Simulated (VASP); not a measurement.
A run of VASP 6.6.1 is set up as follows.

INCAR

```
SYSTEM = InSe
PREC = Accurate
ENCUT = 520
EDIFF = 1E-6
ISMEAR = 0
SIGMA = 0.02
LREAL = .False.
LASPH = .True.
NELM = 100
ALGO = Normal
ISIF = 2
LWAVE = .False.
LCHARG = .True.
GGA = PS
LELF = .True.
LVHAR = .True.
NBANDS = 48
```

Contents of KPOINTS:

```
Automatic mesh
0
Gamma
  12 12 2
  0 0 0
```

The input POSCAR:

```
InSe
1.0
    4.0058502065      0.0000000000      0.0000000000
   -2.0029251032      3.4691680426      0.0000000000
    0.0000000000      0.0000000000     17.0021647412
In Se
4 4
Direct
    0.3333333333      0.6666666667      0.1683452176
    0.6666666667      0.3333333333      0.6683452176
    0.3333333333      0.6666666667      0.3316547824
    0.6666666667      0.3333333333      0.8316547824
    0.3333333333      0.6666666667      0.5931283630
    0.6666666667      0.3333333333      0.0931283630
    0.3333333333      0.6666666667      0.9068716370
    0.6666666667      0.3333333333      0.4068716370
```

Potentials or basis: VASP PAW PBE potentials, release 64 (In_d, Se).

Command:

```console
$ cat potpaw_PBE.64/In_d/POTCAR potpaw_PBE.64/Se/POTCAR > POTCAR
$ mpirun -np 1 vasp_std > vasp.out
```

Problem. Predict the band gap on the k mesh.

Solution. 0.42 eV.

Problem. What does it give for the largest force?

Solution. 0.020 eV/Å.

Forces in eV/Å, atoms in the order of the input:
```
In   0.000  0.000  0.019
In   0.000  0.000  0.019
In   0.000  0.000 -0.019
In   0.000  0.000 -0.019
Se   0.000  0.000 -0.020
Se   0.000  0.000 -0.020
Se   0.000  0.000  0.020
Se   0.000  0.000  0.020
```

Caveat: the PAW data sets were made with another functional, which shifts forces and pressure a little; spin-orbit coupling is left out, which moves the levels of the heavy elements. A hybrid or GW would open this gap; PBEsol tends to underestimate it.
